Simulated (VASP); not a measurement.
# Si (Fd-3m) in VASP: a series of runs, part 2 of 2

VASP 6.6.1. Earlier steps stand in the parts before.

### 5 Single point, PBE

This run uses another cell than the first one, of 21.28 Å³/atom.

File INCAR:

```
SYSTEM = Si
PREC = Accurate
ENCUT = 500
EDIFF = 1E-6
ISMEAR = -1
SIGMA = 0.06122561905347299
LREAL = .FALSE.
LASPH = .TRUE.
NELM = 120
ALGO = Normal
ISIF = 2
LWAVE = .FALSE.
LCHARG = .FALSE.
GGA = PE
NBANDS = 11
GGA_COMPAT = .FALSE.
```

File KPOINTS:

```
Automatic mesh
0
G
  34 34 34
  0 0 0
```

File POSCAR:

```
Si
1.0
    0.0000000000      2.7710948888      2.7710948888
    2.7710948888      0.0000000000      2.7710948888
    2.7710948888      2.7710948888      0.0000000000
Si
2
Direct
    0.0000000000      0.0000000000      0.0000000000
    0.2500000000      0.2500000000      0.2500000000
```

Potentials or basis: VASP PAW PBE potentials, release 64 (Si).

Launch:

```
$ cat potpaw_PBE.64/Si/POTCAR > POTCAR
$ mpirun -np 1 vasp_std > vasp.out
```

OUTCAR:

```text
SYSTEM = Si
   PREC = Accurate
   ENCUT = 500
   EDIFF = 1E-6
   ISMEAR = -1
   LREAL = .FALSE.
   LASPH = .TRUE.
   NELM = 120
   ISIF = 2
   GGA = PE

 ion  position               nearest neighbor table
   1  0.000  0.000  0.000-   2 2.40   2 2.40   2 2.40   2 2.40
   2  0.250  0.250  0.250-   1 2.40   1 2.40   1 2.40   1 2.40

  LATTYP: Found a face centered cubic cell.
 ALAT       =     5.5421897776

  Lattice vectors:

 A1 = (   0.0000000000,   2.7710948888,   2.7710948888)
 A2 = (   2.7710948888,   0.0000000000,   2.7710948888)
 A3 = (   2.7710948888,   2.7710948888,   0.0000000000)

Analysis of symmetry for initial positions (statically):
=====================================================================
 Subroutine PRICEL returns:
 Original cell was already a primitive cell.

 Routine SETGRP: Setting up the symmetry group for a
 face centered cubic supercell.

 Subroutine GETGRP returns: Found 48 space group operations
 (whereof 24 operations were pure point group operations)
 out of a pool of 48 trial point group operations.

The static configuration has the point symmetry T_d .
 The point group associated with its full space group is O_h .

Analysis of symmetry for dynamics (positions and initial velocities):
=====================================================================
 Subroutine PRICEL returns:
 Original cell was already a primitive cell.

 Routine SETGRP: Setting up the symmetry group for a
 face centered cubic supercell.

 Subroutine GETGRP returns: Found 48 space group operations
 (whereof 24 operations were pure point group operations)
 out of a pool of 48 trial point group operations.

The dynamic configuration has the point symmetry T_d .
 The point group associated with its full space group is O_h .

 Subroutine INISYM returns: Found 48 space group operations
 (whereof 24 operations are pure point group operations),
[... 115 lines left out ...]
     AMIX     =   0.40;   BMIX     =  1.00
     AMIX_MAG =   1.60;   BMIX_MAG =  1.00
  volume/ion in A,a.u.               =      21.28       143.60
  Fermi-wavevector in a.u.,A,eV,Ry     =   0.937800  1.772184 11.965893  0.879468
  Thomas-Fermi vector in A             =   2.064947
   LORBIT       =      0    0 simple, 1 ext, 2 COOP (PROOUT), +10 PAW based schemes
   GGA     = PE    functional components
   LHFCALC =     F    Hartree Fock is set to
   AEXX    =    0.0000 exact exchange contribution
   IVDW    =     0    specifies the selected vdW correction
   LEPSILON=     F    determine dielectric tensor
   LRPA    =     F    only Hartree local field effects (RPA)
 non-spin polarized calculation
  energy-cutoff  :      500.00
  volume of cell :       42.56
 maximum number of plane-waves:      1106
 NGX is ok and might be reduce to    30
   NGX = 15   NGY = 15   NGZ = 15

 number of electron       8.0000000 magnetization

 Free energy of the ion-electron system (eV)
  ---------------------------------------------------
  ext. energy  EPLUGINS =         0.00000000
  ---------------------------------------------------
  free energy    TOTEN  =       -10.83232940 eV

  energy without entropy =      -10.83230815  energy(sigma->0) =      -10.83231878

 E-fermi :   5.5641     XC(G=0):  -9.1724

 val. band max:        5.2254341960   @ k =   0.0000   0.0000   0.0000
 cond. band min:       5.9034821863   @ k =   0.4118   0.4118   0.0000
 fundamental gap:      0.6780479903
 Fermi energy:         5.5640677458

 k-point     1 :       0.0000    0.0000    0.0000
  band No.  band energies     occupation
      1      -6.3235      2.00000
      2       5.2254      1.99211
      3       5.2254      1.99211
      4       5.2254      1.99211
      5       7.7642      0.00000
      6       7.7642      0.00000
      7       7.7642      0.00000
      8       7.9104      0.00000
      9      12.9124      0.00000
     10      12.9124      0.00000
     11      12.9488      0.00000
[... 309 lines left out ...]
 k-point    24 :       0.1765    0.0294    0.0000
  band No.  band energies     occupation
      1      -5.9717      2.00000
      2       2.8797      2.00000
      3       4.6699      2.00000
      4       4.8348      1.99999
      5       7.4500      0.00000
      6       8.2159      0.00000
      7       8.5454      0.00000
      8      10.1782      0.00000
      9      12.0890      0.00000
     10      12.5335      0.00000
     11      14.1021      0.00000

 [... further k-points ...]
[... 5 lines left out ...]
  --------------------------------------------------------------------------------------
  -------------------------------------------------------------------------------------
  Total       -0.8670381     -0.8670381     -0.8670381      0.0000000      0.0000000     -0.0000000
  in kB      -32.6410831    -32.6410831    -32.6410831      0.0000000      0.0000000     -0.0000000
  external PRESSURE =     -32.6410831 kB  Pullay stress =       0.0000000 kB

 VOLUME and BASIS-vectors are now :
 -----------------------------------------------------------------------------
  energy-cutoff  :      500.00
  volume of cell :       42.56
      direct lattice vectors                 reciprocal lattice vectors
     0.000000000  2.771094889  2.771094889    -0.180434096  0.180434096  0.180434096
     2.771094889  0.000000000  2.771094889     0.180434096 -0.180434096  0.180434096
     2.771094889  2.771094889  0.000000000     0.180434096  0.180434096 -0.180434096

 POSITION                                       TOTAL-FORCE (eV/Angst)
 -----------------------------------------------------------------------------------
      0.00000      0.00000      0.00000        -0.000000     -0.000000     -0.000000
      1.38555      1.38555      1.38555         0.000000      0.000000      0.000000
 -----------------------------------------------------------------------------------
    total drift:                               -0.000000     -0.000000     -0.000000

  FREE ENERGIE OF THE ION-ELECTRON SYSTEM (eV)
  ---------------------------------------------------
  free  energy   TOTEN  =       -10.8323293969 eV

  energy  without entropy=      -10.8323081534  energy(sigma->0) =      -10.83231878
```

OSZICAR:

```text
N       E                     dE             d eps       ncg     rms          rms(c)
DAV:   1     0.563275252741E+01    0.56328E+01   -0.30760E+03 23314   0.541E+02
DAV:   2    -0.104424645139E+02   -0.16075E+02   -0.15298E+02 30564   0.804E+01
DAV:   3    -0.109747002670E+02   -0.53224E+00   -0.53080E+00 29814   0.123E+01
DAV:   4    -0.109789366120E+02   -0.42363E-02   -0.42358E-02 27999   0.139E+00
DAV:   5    -0.109789811128E+02   -0.44501E-04   -0.44501E-04 29500   0.132E-01    0.450E+00
DAV:   6    -0.108787683785E+02    0.10021E+00   -0.54072E-02 26779   0.957E-01    0.273E+00
DAV:   7    -0.108307687908E+02    0.48000E-01   -0.11019E-01 26883   0.148E+00    0.144E-01
DAV:   8    -0.108320786646E+02   -0.13099E-02   -0.52753E-03 26774   0.383E-01    0.762E-02
DAV:   9    -0.108323059431E+02   -0.22728E-03   -0.22776E-04 29102   0.892E-02    0.547E-02
DAV:  10    -0.108323284890E+02   -0.22546E-04   -0.19484E-05 27581   0.256E-02    0.430E-03
DAV:  11    -0.108323293969E+02   -0.90788E-06   -0.20090E-06 28771   0.731E-03
   1 F= -.10832329E+02 E0= -.10832319E+02  d E =-.212434E-04
```

stdout:

```text
POSCAR found type information on POSCAR Si
 POSCAR found :  1 types and       2 ions
 scaLAPACK will be used
 LDA part: xc-table for (Slater+PW92), standard interpolation
 POSCAR, INCAR and KPOINTS ok, starting setup
 FFT: planning ... GRIDC
 FFT: planning ... GRID_SOFT
 FFT: planning ... GRID
 WAVECAR not read
 entering main loop
```

Wall time 8.7 min (1 thread of Intel Xeon 8259CL, shared host); peak memory 0.46 GiB.

What came out:

```yaml
Free_energy: -10.8323 eV
Pressure: -3.3 GPa
Band_gap_on_the_k_mesh: 0.68 eV (least direct gap 2.47 eV)
```

Caveat: the cell stands under tension.

### 6 Single point, PBE

This run uses another cell than the first one, of 21.69 Å³/atom.

File INCAR:

```
PREC = Accurate
ENCUT = 500
EDIFF = 1E-6
ISMEAR = -1
SIGMA = 0.06122561905347299
LREAL = F
LASPH = T
NELM = 120
ALGO = Normal
ISIF = 2
LWAVE = F
LCHARG = F
GGA = PE
NBANDS = 11
GGA_COMPAT = F
```

File KPOINTS:

```
regular mesh
0
Gamma
  34 34 34
```

File POSCAR:

```
Si
1.0
    0.0000000000      2.7887456506      2.7887456506
    2.7887456506      0.0000000000      2.7887456506
    2.7887456506      2.7887456506      0.0000000000
Si
2
Direct
    0.0000000000      0.0000000000      0.0000000000
    0.2500000000      0.2500000000      0.2500000000
```

Potentials or basis: VASP PAW PBE potentials, release 64 (Si).

Launch:

```
$ cat potpaw_PBE.64/Si/POTCAR > POTCAR
$ mpirun -np 1 vasp_std > vasp.out
```

OUTCAR:

```text
PREC = Accurate
   ENCUT = 500
   EDIFF = 1E-6
   ISMEAR = -1
   LREAL = F
   LASPH = T
   NELM = 120
   ISIF = 2
   GGA = PE

 ion  position               nearest neighbor table
   1  0.000  0.000  0.000-   2 2.42   2 2.42   2 2.42   2 2.42
   2  0.250  0.250  0.250-   1 2.42   1 2.42   1 2.42   1 2.42

  LATTYP: Found a face centered cubic cell.
 ALAT       =     5.5774913012

  Lattice vectors:

 A1 = (   0.0000000000,   2.7887456506,   2.7887456506)
 A2 = (   2.7887456506,   0.0000000000,   2.7887456506)
 A3 = (   2.7887456506,   2.7887456506,   0.0000000000)

Analysis of symmetry for initial positions (statically):
=====================================================================
 Subroutine PRICEL returns:
 Original cell was already a primitive cell.

 Routine SETGRP: Setting up the symmetry group for a
 face centered cubic supercell.

 Subroutine GETGRP returns: Found 48 space group operations
 (whereof 24 operations were pure point group operations)
 out of a pool of 48 trial point group operations.

[... 165 lines left out ...]

 val. band max:        5.0450487401   @ k =   0.0000   0.0000   0.0000
 cond. band min:       5.7530283547   @ k =   0.4118   0.4118   0.0000
 fundamental gap:      0.7079796145
 Fermi energy:         5.3984714716

 k-point     1 :       0.0000    0.0000    0.0000
  band No.  band energies     occupation
      1      -6.3809      2.00000
      2       5.0450      1.99380
      3       5.0450      1.99380
      4       5.0450      1.99380
      5       7.5213      0.00000
      6       7.5743      0.00000
      7       7.5743      0.00000
      8       7.5743      0.00000
      9      12.6974      0.00000
     10      12.7203      0.00000
     11      12.7203      0.00000
[... 309 lines left out ...]
 k-point    24 :       0.1765    0.0294    0.0000
  band No.  band energies     occupation
      1      -6.0350      2.00000
      2       2.7073      2.00000
      3       4.5004      2.00000
      4       4.6596      1.99999
      5       7.2011      0.00000
      6       8.0165      0.00000
      7       8.3419      0.00000
      8       9.8580      0.00000
      9      11.9061      0.00000
     10      12.3471      0.00000
     11      13.8413      0.00000

 [... further k-points ...]
[... 5 lines left out ...]
  --------------------------------------------------------------------------------------
  -------------------------------------------------------------------------------------
  Total       -1.2514383     -1.2514383     -1.2514383     -0.0000000     -0.0000000     -0.0000000
  in kB      -46.2235518    -46.2235518    -46.2235518     -0.0000000     -0.0000000     -0.0000000
  external PRESSURE =     -46.2235518 kB  Pullay stress =       0.0000000 kB

 VOLUME and BASIS-vectors are now :
 -----------------------------------------------------------------------------
  energy-cutoff  :      500.00
  volume of cell :       43.38
      direct lattice vectors                 reciprocal lattice vectors
     0.000000000  2.788745651  2.788745651    -0.179292077  0.179292077  0.179292077
     2.788745651  0.000000000  2.788745651     0.179292077 -0.179292077  0.179292077
     2.788745651  2.788745651  0.000000000     0.179292077  0.179292077 -0.179292077

 POSITION                                       TOTAL-FORCE (eV/Angst)
 -----------------------------------------------------------------------------------
      0.00000      0.00000      0.00000         0.000000     -0.000000     -0.000000
      1.39437      1.39437      1.39437        -0.000000      0.000000      0.000000
 -----------------------------------------------------------------------------------
    total drift:                               -0.000000     -0.000000     -0.000000

  FREE ENERGIE OF THE ION-ELECTRON SYSTEM (eV)
  ---------------------------------------------------
  free  energy   TOTEN  =       -10.8121619377 eV

  energy  without entropy=      -10.8121444527  energy(sigma->0) =      -10.81215320
```

OSZICAR:

```text
N       E                     dE             d eps       ncg     rms          rms(c)
DAV:   1     0.562978410535E+01    0.56298E+01   -0.30597E+03 23306   0.539E+02
DAV:   2    -0.104097055228E+02   -0.16039E+02   -0.15292E+02 30832   0.800E+01
DAV:   3    -0.109449923901E+02   -0.53529E+00   -0.53383E+00 29899   0.123E+01
DAV:   4    -0.109492870192E+02   -0.42946E-02   -0.42941E-02 27979   0.139E+00
DAV:   5    -0.109493340309E+02   -0.47012E-04   -0.47011E-04 29834   0.135E-01    0.439E+00
DAV:   6    -0.108560285209E+02    0.93306E-01   -0.49328E-02 26849   0.916E-01    0.266E+00
DAV:   7    -0.108105785956E+02    0.45450E-01   -0.10248E-01 26883   0.143E+00    0.139E-01
DAV:   8    -0.108119060867E+02   -0.13275E-02   -0.50434E-03 26765   0.372E-01    0.749E-02
DAV:   9    -0.108121393745E+02   -0.23329E-03   -0.23811E-04 29038   0.902E-02    0.528E-02
DAV:  10    -0.108121607737E+02   -0.21399E-04   -0.18618E-05 27861   0.251E-02    0.406E-03
DAV:  11    -0.108121617922E+02   -0.10185E-05   -0.19826E-06 28584   0.725E-03    0.284E-03
DAV:  12    -0.108121619377E+02   -0.14554E-06   -0.44853E-07 24145   0.414E-03
   1 F= -.10812162E+02 E0= -.10812153E+02  d E =-.174850E-04
```

Wall time 8.6 min (1 thread of Intel Xeon 8259CL, shared host); peak memory 0.47 GiB.

Results:

```
Free energy            : -10.8122 eV
Pressure               : -4.6 GPa
Band gap on the k mesh : 0.71 eV (least direct gap 2.39 eV)
```

Levels at points of the mesh, in eV from the valence-band top:
```csv
k point,band 1,band 2,band 3,band 4,band 5,band 6,band 7,band 8
"(0.00, 0.00, 0.00)",-11.43,0.00,0.00,0.00,2.48,2.53,2.53,2.53
"(0.50, 0.00, 0.00)",-9.29,-6.61,-1.13,-1.13,1.26,3.37,3.37,7.62
"(0.50, 0.50, 0.00)",-7.57,-7.57,-2.64,-2.64,0.86,0.86,9.44,9.44
```

Caveat: the cell stands under tension. A k mesh can miss the band edges.

### 7 Overview

```tsv
cell	gap on the mesh (eV)	pressure (GPa)
a = 3.842 Å, angles 60.0°, 2 atoms	0.58	1.8
a = 3.868 Å, angles 60.0°, 2 atoms	0.61	-0.1
a = 3.894 Å, angles 60.0°, 2 atoms	0.65	-1.8
a = 3.919 Å, angles 60.0°, 2 atoms	0.68	-3.3
a = 3.944 Å, angles 60.0°, 2 atoms	0.71	-4.6
```

Alike in all rows: task single point; level PBE; potentials or basis VASP PAW PBE potentials, release 64 (Si); no spin polarisation; k mesh 34 × 34 × 34; cutoff (eV) 500; smearing fermi-dirac 0.0612256 eV.

Caveats: the cell stands under tension (at least some runs).

Total energies depend on the potentials used, so only differences within one code and one set of settings carry meaning.
